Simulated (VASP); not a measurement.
Set up this calculation in VASP 6.6.1, as the native input.

- Task: single point
- Functional: r2SCAN
- Potentials or basis: VASP PAW PBE potentials, release 64 (Pb_d, O)
- Cutoff: 520 eV
- k mesh: 11 × 11 × 11
- Occupations: fermi-dirac, width 0.1 eV
- Spin: no spin polarisation
- Dipole correction: no
- Further INCAR settings: ALGO = Normal; EDIFF = 1e-06; NBANDS = 17

The system is PbO (rock salt type).

```
Pb O
1.0
     0.00000    2.66782    2.66782
     2.66782    0.00000    2.66782
     2.66782    2.66782    0.00000
Pb O
1 1
Direct
  0.00000 0.00000 0.00000
  0.50000 0.50000 0.50000
```

One way to write it, as run:

POSCAR

```
PbO
1.0
    0.0000000000      2.6678195166      2.6678195166
    2.6678195166      0.0000000000      2.6678195166
    2.6678195166      2.6678195166      0.0000000000
Pb O
1 1
Direct
    0.0000000000      0.0000000000      0.0000000000
    0.5000000000      0.5000000000      0.5000000000
```

INCAR.step1

```
PREC = Accurate ; ENCUT = 520
ISMEAR = -1 ; SIGMA = 0.1
LREAL = False ; LASPH = True
NELM = 60 ; NBANDS = 17
GGA = PE ; ALGO = Normal
EDIFF = 1E-4 ; LWAVE = True
LCHARG = False
```

INCAR.step2

```
PREC = Accurate ; ENCUT = 520
EDIFF = 1E-6 ; ISMEAR = -1
SIGMA = 0.1 ; LREAL = False
LASPH = True ; NELM = 60
ALGO = Normal ; ISIF = 2
LWAVE = False ; LCHARG = False
METAGGA = R2SCAN ; LMIXTAU = True
NBANDS = 17 ; ISTART = 1
```

KPOINTS

```
Automatic mesh
0
Gamma
  11 11 11
```

Potentials or basis: VASP PAW PBE potentials, release 64 (Pb_d, O).

Launch:

```bash
$ cat potpaw_PBE.64/Pb_d/POTCAR potpaw_PBE.64/O/POTCAR > POTCAR
$ cp INCAR.step1 INCAR
$ mpirun -np 1 vasp_std > vasp.out
$ cp INCAR.step2 INCAR
$ mpirun -np 1 vasp_std > vasp.out
```

It gave:

The pressure is -5.7 GPa and the band gap on the k mesh is 0.64 eV.

Caveat: the cell stands under tension; the PAW data sets were made with another functional, which shifts forces and pressure a little; spin-orbit coupling is left out, which moves the levels of the heavy elements; an odd mesh through Γ misses points on the zone boundary, where band edges can lie.

Wall time 56 s on 1 thread of Intel(R) Xeon(R) 6975P-C (Granite Rapids), with other jobs on the host, peak memory 0.18 GiB.
